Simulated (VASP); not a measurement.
Here is a VASP 6.6.1 calculation.

Contents of INCAR:

```
SYSTEM = HfC
PREC = Accurate ; ENCUT = 600
EDIFF = 1E-6 ; ISMEAR = 1
SIGMA = 0.1 ; LREAL = .False.
LASPH = .True. ; NELM = 120
ALGO = Normal ; ISIF = 2
LWAVE = .False. ; LCHARG = .False.
GGA = RE ; NBANDS = 14
GGA_COMPAT = .False.
```

File KPOINTS:

```
Automatic mesh
0
Gamma
  10 10 10
  0 0 0
```

File POSCAR:

```
HfC
1.0
    3.2880470000      0.0000000000      0.0000000000
    1.6440235000      2.8475322308      0.0000000000
    1.6440235000      0.9491774103      2.6846791334
Hf C
1 1
Direct
    0.5000000000      0.5000000000      0.5000000000
    0.0000000000      0.0000000000      0.0000000000
```

Potentials or basis: VASP PAW PBE potentials, release 64 (Hf_pv, C).

The run is started by

```bash
$ cat potpaw_PBE.64/Hf_pv/POTCAR potpaw_PBE.64/C/POTCAR > POTCAR
$ mpirun -np 1 vasp_std > vasp.out
```

Problem. Predict the band gap on the k mesh.

Solution. Zero (band 7 reaches 7.03 eV, above the bottom of band 8 at 5.63 eV).

Problem. Predict the pressure.

Solution. 2.3 GPa.

Caveat: the PAW data sets were made with another functional, which shifts forces and pressure a little; spin-orbit coupling is left out, which moves the levels of the heavy elements.
